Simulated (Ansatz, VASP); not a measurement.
One calculation of Sc, two programs

```
CELL_PARAMETERS angstrom
3.30900 0.00000 0.00000
-1.65450 2.86568 0.00000
0.00000 0.00000 5.27330
ATOMIC_POSITIONS crystal
Sc 0.33333 0.66667 0.25000
Sc 0.66667 0.33333 0.75000
```

Alike in both runs: functional PBE; k mesh 11 × 11 × 6; occupations fermi-dirac, width 0.05 eV; no spin polarisation.

Ansatz relaxed the structure, and its values are those at the end. VASP's run is a single point on that final structure, the one shown.

```csv
,VASP,Ansatz
version,VASP 6.6.1,Ansatz 0.2.0
potentials or method,"VASP PAW PBE potentials, release 64 (Sc_sv)","plane-wave PAW, scalar-relativistic"
plane-wave cutoff (eV),520,420
valence electrons in the cell,22,22
```

```csv
,VASP,Ansatz,Ansatz less VASP
pressure (GPa),-0.7,-0.7,-0.03
```

The functional is the same, so the differences come from potentials, cutoffs and numerics. Ansatz's warnings: stress scf threshold loose.
